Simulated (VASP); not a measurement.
Set up this calculation in VASP 6.6.1, as the native input.

- Task: single point
- Functional: PBE
- Potentials or basis: VASP PAW PBE potentials, release 64 (B, P)
- Cutoff: 520 eV
- k mesh: 8 × 8 × 8
- Occupations: fermi-dirac, width 0.02 eV
- Spin: no spin polarisation
- Dipole correction: no
- Further INCAR settings: ALGO = Normal; EDIFF = 1e-06; NBANDS = 11

The structure of BP lies in POSCAR:

```
BP
1.0
    0.0000000000      2.2690000000      2.2916900000
    2.2690000000      0.0000000000      2.2916900000
    2.2690000000      2.2690000000      0.0000000000
B P
1 1
Direct
    0.0000000000      0.0000000000      0.0000000000
    0.2500000000      0.2500000000      0.2500000000
```

These files were run (other wordings do the same):

INCAR

```
PREC     = Accurate       # precision mode
ENCUT    = 520            # plane-wave cutoff, eV
EDIFF    = 1E-6           # SCF threshold, eV
ISMEAR   = -1             # smearing method
SIGMA    = 0.02           # smearing width, eV
LREAL    = F              # projectors in reciprocal space
LASPH    = T              # aspherical terms in the spheres
NELM     = 60             # most SCF steps
ALGO     = Normal         # electronic algorithm
ISIF     = 2              # what is computed and relaxed
LWAVE    = F              # write WAVECAR
LCHARG   = F              # write CHGCAR
GGA      = PE             # functional
NBANDS   = 11             # bands
```

KPOINTS

```
regular mesh
0
Gamma
  8 8 8
```

Potentials or basis: VASP PAW PBE potentials, release 64 (B, P).

Run with:

```console
$ cat potpaw_PBE.64/B/POTCAR potpaw_PBE.64/P/POTCAR > POTCAR
$ mpirun -np 1 vasp_std > vasp.out
```

It gave:

| Quantity | Value |
| --- | --- |
| Pressure | -0.7 GPa |
| Band gap on the k mesh | 1.21 eV, indirect (least direct gap 3.34 eV) |

Run time: 7.2 s on 1 thread of AMD EPYC 9R45 96-Core Processor (Zen 5), on a shared host, peak memory 0.11 GiB.
